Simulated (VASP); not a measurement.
# Ca3ZrN3 (P6_3/m) in VASP: single point with PBE

Aim: the single point of Ca3ZrN3 with PBE.

All numbers are computed with VASP 6.6.1; they aren't measurements. Logs are shortened: lines on timing, memory, paths and dates and some standing lists are left out, and cuts for length are marked.

**1. The cell of the first run**

The structure is hexagonal, space group P6_3/m (No. 176). Conventional cell: a = 7.946 Å, b = 7.946 Å, c = 4.980 Å, α = 90.00°, β = 90.00°, γ = 120.00°. Ca (site symmetry m) has 4 N at 2.39 to 2.51 Å within 3.2 Å. Zr (site symmetry -6) has 3 N at 2.06 Å within 2.7 Å. N (site symmetry m) has 1 Zr at 2.06 Å and 4 Ca at 2.39 to 2.51 Å within 2.7 Å.

**2. Single point, PBE**

INCAR

```
SYSTEM = Ca3ZrN3
  PREC = Accurate
  ENCUT = 520
  EDIFF = 1E-6
  ISMEAR = 0
  SIGMA = 0.1
  LREAL = .FALSE.
  LASPH = .TRUE.
  NELM = 60
  ALGO = Normal
  ISIF = 2
  LWAVE = .FALSE.
  LCHARG = .TRUE.
  GGA = PE
  LELF = .TRUE.
  LVHAR = .TRUE.
  NBANDS = 70
```

KPOINTS

```
regular mesh
0
G
  6 6 6
  0 0 0
```

POSCAR

```
Ca3ZrN3
1.0
    7.9458635461      0.0000000000      0.0000000000
   -3.9729317731      6.8813196860      0.0000000000
    0.0000000000      0.0000000000      4.9803875297
Ca Zr N
6 2 6
Direct
    0.6739146356      0.8100369988      0.7500000000
    0.1361223632      0.3260853644      0.7500000000
    0.1899630012      0.8638776368      0.7500000000
    0.3260853644      0.1899630012      0.2500000000
    0.8100369988      0.1361223632      0.2500000000
    0.8638776368      0.6739146356      0.2500000000
    0.6666666667      0.3333333333      0.7500000000
    0.3333333333      0.6666666667      0.2500000000
    0.3693450668      0.2109941599      0.7500000000
    0.7890058401      0.1583509070      0.7500000000
    0.8416490930      0.6306549332      0.7500000000
    0.1583509070      0.3693450668      0.2500000000
    0.6306549332      0.7890058401      0.2500000000
    0.2109941599      0.8416490930      0.2500000000
```

Potentials or basis: VASP PAW PBE potentials, release 64 (Ca_sv, Zr_sv, N).

Started as:

```
$ cat potpaw_PBE.64/Ca_sv/POTCAR potpaw_PBE.64/Zr_sv/POTCAR potpaw_PBE.64/N/POTCAR > POTCAR
$ mpirun -np 1 vasp_std > vasp.out
```

OUTCAR:

```text
SYSTEM = Ca3ZrN3
   PREC = Accurate
   ENCUT = 520
   EDIFF = 1E-6
   ISMEAR = 0
   LREAL = .FALSE.
   LASPH = .TRUE.
   NELM = 60
   ISIF = 2
   GGA = PE

 ion  position               nearest neighbor table
   1  0.674  0.810  0.750-  11 2.39  10 2.44   8 3.43   8 3.43
   2  0.136  0.326  0.750-  10 2.39   9 2.44   8 3.43   8 3.43
   3  0.190  0.864  0.750-   9 2.39  11 2.44   8 3.43   8 3.43
   4  0.326  0.190  0.250-  12 2.39  14 2.44   7 3.43   7 3.43
   5  0.810  0.136  0.250-  13 2.39  12 2.44   7 3.43   7 3.43
   6  0.864  0.674  0.250-  14 2.39  13 2.44   7 3.43   7 3.43
   7  0.667  0.333  0.750-  10 2.06  11 2.06   9 2.06   5 3.43   5 3.43   6 3.43   6 3.43   4 3.43
                             4 3.43
   8  0.333  0.667  0.250-  14 2.06  12 2.06  13 2.06   3 3.43   3 3.43   2 3.43   2 3.43   1 3.43
                             1 3.43
   9  0.369  0.211  0.750-   7 2.06   3 2.39   2 2.44
  10  0.789  0.158  0.750-   7 2.06   2 2.39   1 2.44
  11  0.842  0.631  0.750-   7 2.06   1 2.39   3 2.44
  12  0.158  0.369  0.250-   8 2.06   4 2.39   5 2.44
  13  0.631  0.789  0.250-   8 2.06   5 2.39   6 2.44
  14  0.211  0.842  0.250-   8 2.06   6 2.39   4 2.44

  LATTYP: Found a hexagonal cell.
 ALAT       =     7.9458635461
 C/A-ratio  =     0.6267899645

  Lattice vectors:

 A1 = (   7.9458635461,   0.0000000000,   0.0000000000)
 A2 = (  -3.9729317731,   6.8813196860,   0.0000000000)
 A3 = (   0.0000000000,   0.0000000000,   4.9803875297)

Analysis of symmetry for initial positions (statically):
=====================================================================
 Subroutine PRICEL returns:
 Original cell was already a primitive cell.

 Routine SETGRP: Setting up the symmetry group for a
 hexagonal supercell.

 Subroutine GETGRP returns: Found 12 space group operations
 (whereof  6 operations were pure point group operations)
 out of a pool of 24 trial point group operations.

The static configuration has the point symmetry S_6 .
 The point group associated with its full space group is C_6h.

Analysis of symmetry for dynamics (positions and initial velocities):
=====================================================================
 Subroutine PRICEL returns:
 Original cell was already a primitive cell.

 Routine SETGRP: Setting up the symmetry group for a
 hexagonal supercell.

 Subroutine GETGRP returns: Found 12 space group operations
 (whereof  6 operations were pure point group operations)
 out of a pool of 24 trial point group operations.

The dynamic configuration has the point symmetry S_6 .
 The point group associated with its full space group is C_6h.

 Subroutine INISYM returns: Found 12 space group operations
 (whereof  6 operations are pure point group operations),
 and found     1 'primitive' translations

----------------------------------------------------------------------------------------

                                     Primitive cell

  volume of cell :     272.3178

  direct lattice vectors                    reciprocal lattice vectors
     7.945863546  0.000000000  0.000000000     0.125851645  0.072660481  0.000000000
    -3.972931773  6.881319686  0.000000000     0.000000000  0.145320962  0.000000000
     0.000000000  0.000000000  4.980387530     0.000000000  0.000000000  0.200787588

  length of vectors
     7.945863546  7.945863546  4.980387530     0.145320962  0.145320962  0.200787588

  position of ions in fractional coordinates (direct lattice)
     0.673914636  0.810036999  0.750000000
     0.136122363  0.326085364  0.750000000
     0.189963001  0.863877637  0.750000000
     0.326085364  0.189963001  0.250000000
     0.810036999  0.136122363  0.250000000
     0.863877637  0.673914636  0.250000000
     0.666666667  0.333333333  0.750000000
     0.333333333  0.666666667  0.250000000
     0.369345067  0.210994160  0.750000000
     0.789005840  0.158350907  0.750000000
     0.841649093  0.630654933  0.750000000
     0.158350907  0.369345067  0.250000000
     0.630654933  0.789005840  0.250000000
     0.210994160  0.841649093  0.250000000

  ion indices of the primitive-cell ions
   primitive index   ion index
                 1           1
                 2           2
                 3           3
                 4           4
                 5           5
                 6           6
                 7           7
                 8           8
                 9           9
                10          10
                11          11
                12          12
                13          13
                14          14

----------------------------------------------------------------------------------------

 KPOINTS: regular mesh

Automatic generation of k-mesh.
 Grid dimensions read from file:
 generate k-points for:    6    6    6

 Generating k-lattice:

  Cartesian coordinates                     Fractional coordinates (reciprocal lattice)
     0.020975274  0.012110080  0.000000000     0.166666667  0.000000000  0.000000000
     0.000000000  0.024220160  0.000000000     0.000000000  0.166666667  0.000000000
     0.000000000  0.000000000  0.033464598     0.000000000  0.000000000  0.166666667

  Length of vectors
     0.024220160  0.024220160  0.033464598

  Shift w.r.t. Gamma in fractional coordinates (k-lattice)
     0.000000000  0.000000000  0.000000000

 Subroutine IBZKPT returns following result:
 ===========================================

 Found     32 irreducible k-points:

 Following reciprocal coordinates:
            Coordinates               Weight
  0.000000  0.000000  0.000000      1.000000
  0.166667  0.000000  0.000000      6.000000
  0.333333  0.000000  0.000000      6.000000
  0.500000 -0.000000  0.000000      3.000000
  0.166667  0.166667  0.000000      6.000000
  0.333333  0.166667  0.000000      6.000000
[... 16 lines left out ...]
 -0.333333  0.500000 -0.333333     12.000000
  0.333333  0.333333  0.333333      4.000000
 [... further k-points ...]
   k-points           NKPTS =     32   k-points in BZ     NKDIM =     32   number of bands    NBANDS=     70
   number of dos      NEDOS =    301   number of ions     NIONS =     14
   total plane-waves  NPLWV = 144000
   dimension x,y,z NGX =    60 NGY =   60 NGZ =   40
   dimension x,y,z NGXF=   120 NGYF=  120 NGZF=   80
   ions per type =               6   2   6
   NGX,Y,Z   is equivalent  to a cutoff of  12.55, 12.55, 13.35 a.u.
   NGXF,Y,Z  is equivalent  to a cutoff of  25.11, 25.11, 26.70 a.u.
 SYSTEM =  Ca3ZrN3
   PREC   = accura    normal or accurate (medium, high low for compatibility)
   ISTART =      0    job   : 0-new  1-cont  2-samecut
   ICHARG =      2    charge: 1-file 2-atom 10-const
   ISPIN  =      1    spin polarized calculation?
   LNONCOLLINEAR =      F non collinear calculations
   LSORBIT =      F    spin-orbit coupling
   LASPH  =      T    aspherical Exc in radial PAW
   ENCUT  =  520.0 eV  38.22 Ry    6.18 a.u.  14.77 14.77  9.26*2*pi/ulx,y,z
   NELM   =     60;   NELMIN=  2; NELMDL= -5     # of ELM steps
   EDIFF  = 0.1E-05   stopping-criterion for ELM
   LREAL  =      F    real-space projection
   EDIFFG = 0.1E-04   stopping-criterion for IOM
   NSW    =      0    number of steps for IOM
   IBRION =     -1    ionic relax: 0-MD 1-quasi-New 2-CG
   NFREE  =      0    steps in history (QN), initial steepest desc. (CG)
   ISIF   =      2    stress and relaxation
   ISYM   =      2    0-nonsym 1-usesym 2-fastsym
   POTIM  = 0.5000    time-step for ionic-motion
   TEBEG  =    0.0;   TEEND  =   0.0 temperature during run
   PSTRESS=    0.0 pullay stress
   NELECT =     114.0000    total number of electrons
   NUPDOWN=      -1.0000    fix difference up-down
   EMIN   =  10.00;   EMAX   =-10.00  energy-range for DOS
   EFERMI =   0.00;   METHOD = LEGACY
   ISMEAR =     0;   SIGMA  =   0.10  broadening in eV -4-tet -1-fermi 0-gaus
   EFERMI_NEDOS =   21; number of points for ismear=-14 and -15
   IALGO  =     38    algorithm
   IMIX   =      4    mixing-type and parameters
     AMIX     =   0.40;   BMIX     =  1.00
     AMIX_MAG =   1.60;   BMIX_MAG =  1.00
  volume/ion in A,a.u.               =      19.45       131.26
  Fermi-wavevector in a.u.,A,eV,Ry     =   1.224666  2.314284 20.406123  1.499808
  Thomas-Fermi vector in A             =   2.359733
   LORBIT       =      0    0 simple, 1 ext, 2 COOP (PROOUT), +10 PAW based schemes
   GGA     = PE    functional components
   LHFCALC =     F    Hartree Fock is set to
   AEXX    =    0.0000 exact exchange contribution
   IVDW    =     0    specifies the selected vdW correction
   LEPSILON=     F    determine dielectric tensor
   LRPA    =     F    only Hartree local field effects (RPA)
 non-spin polarized calculation
 Gauss-broadening in eV      SIGMA  =   0.10
  energy-cutoff  :      520.00
  volume of cell :      272.32
 maximum number of plane-waves:      7380
   NGX = 29   NGY = 29   NGZ = 19

 number of electron     114.0000000 magnetization

 Free energy of the ion-electron system (eV)
  ---------------------------------------------------
  ext. energy  EPLUGINS =         0.00000000
  ---------------------------------------------------
  free energy    TOTEN  =       -92.12076040 eV

  energy without entropy =      -92.11660925  energy(sigma->0) =      -92.11868483

 E-fermi :   3.2635     XC(G=0):  -9.4022

 val. band max:        3.2573269856   @ k =   0.0000   0.0000   0.0000
 cond. band min:       3.3341445409   @ k =   0.0000   0.0000   0.3333
 fundamental gap:      0.0768175553
 Fermi energy:         3.2634613274

 k-point     1 :       0.0000    0.0000    0.0000
  band No.  band energies     occupation
      1     -44.4734      2.00000
      2     -44.4733      2.00000
      3     -36.1433      2.00000
      4     -36.1189      2.00000
      5     -36.1189      2.00000
      6     -36.0844      2.00000
[... 1717 lines left out ...]
     68       7.5092      0.00000
     69       7.5092      0.00000

 [... further k-points ...]

 [bands above 69 left out]

------------------------ aborting loop because EDIFF is reached ----------------------------------------

  FORCE on cell =-STRESS in cart. coord.  units (eV):
  Direction    XX          YY          ZZ          XY          YZ          ZX
  --------------------------------------------------------------------------------------
  -------------------------------------------------------------------------------------
  Total        0.4844992      0.4844992      0.4060522     -0.0000002      0.0000000      0.0000000
  in kB        2.8505435      2.8505435      2.3890016     -0.0000014      0.0000000      0.0000000
  external PRESSURE =       2.6966962 kB  Pullay stress =       0.0000000 kB

 VOLUME and BASIS-vectors are now :
 -----------------------------------------------------------------------------
  energy-cutoff  :      520.00
  volume of cell :      272.32
      direct lattice vectors                 reciprocal lattice vectors
     7.945863546  0.000000000  0.000000000     0.125851645  0.072660481  0.000000000
    -3.972931773  6.881319686  0.000000000     0.000000000  0.145320962  0.000000000
     0.000000000  0.000000000  4.980387530     0.000000000  0.000000000  0.200787588

 POSITION                                       TOTAL-FORCE (eV/Angst)
 -----------------------------------------------------------------------------------
      2.13661      5.57412      3.73529        -0.019351     -0.005364      0.000000
     -0.21391      2.24390      3.73529         0.005031      0.019441      0.000000
     -1.92271      5.94462      3.73529         0.014321     -0.014077      0.000000
      1.83632      1.30720      1.24510         0.019351      0.005364      0.000000
      5.89564      0.93670      1.24510        -0.014321      0.014077     -0.000000
      4.18684      4.63742      1.24510        -0.005031     -0.019441      0.000000
      3.97293      2.29377      3.73529        -0.000000      0.000000      0.000000
     -0.00000      4.58755      1.24510        -0.000000      0.000000      0.000000
      2.09650      1.45192      3.73529        -0.003136      0.007264      0.000000
      5.64022      1.08966      3.73529        -0.004723     -0.006348      0.000000
      4.18208      4.33974      3.73529         0.007859     -0.000917     -0.000000
     -0.20915      2.54158      1.24510        -0.007859      0.000917      0.000000
      1.87643      5.42940      1.24510         0.003136     -0.007264     -0.000000
     -1.66728      5.79166      1.24510         0.004723      0.006348     -0.000000
 -----------------------------------------------------------------------------------
    total drift:                               -0.000001      0.000000     -0.000000

  FREE ENERGIE OF THE ION-ELECTRON SYSTEM (eV)
  ---------------------------------------------------
  free  energy   TOTEN  =       -92.1207604040 eV

  energy  without entropy=      -92.1166092529  energy(sigma->0) =      -92.11868483
```

It took 7.8 min on 1 thread of Intel Xeon 6975P-C (Granite Rapids), shared host; peak memory 0.67 GiB.

Results:

```
Free energy            : -92.1208 eV
Pressure               : 0.3 GPa
Largest force          : 0.020 eV/Å
Band gap on the k mesh : zero (bands 57 and 58 overlap by 1.51 eV)
```

Forces on the atoms (eV/Å):
```
Ca  -0.019 -0.005  0.000
Ca   0.005  0.019  0.000
Ca   0.014 -0.014  0.000
Ca   0.019  0.005  0.000
Ca  -0.014  0.014  0.000
Ca  -0.005 -0.019  0.000
Zr   0.000  0.000  0.000
Zr   0.000  0.000  0.000
N   -0.003  0.007  0.000
N   -0.005 -0.006  0.000
N    0.008 -0.001  0.000
N   -0.008  0.001  0.000
N    0.003 -0.007  0.000
N    0.005  0.006  0.000
```

The gap in the log of VASP goes by the Fermi energy; the results here count the filled bands.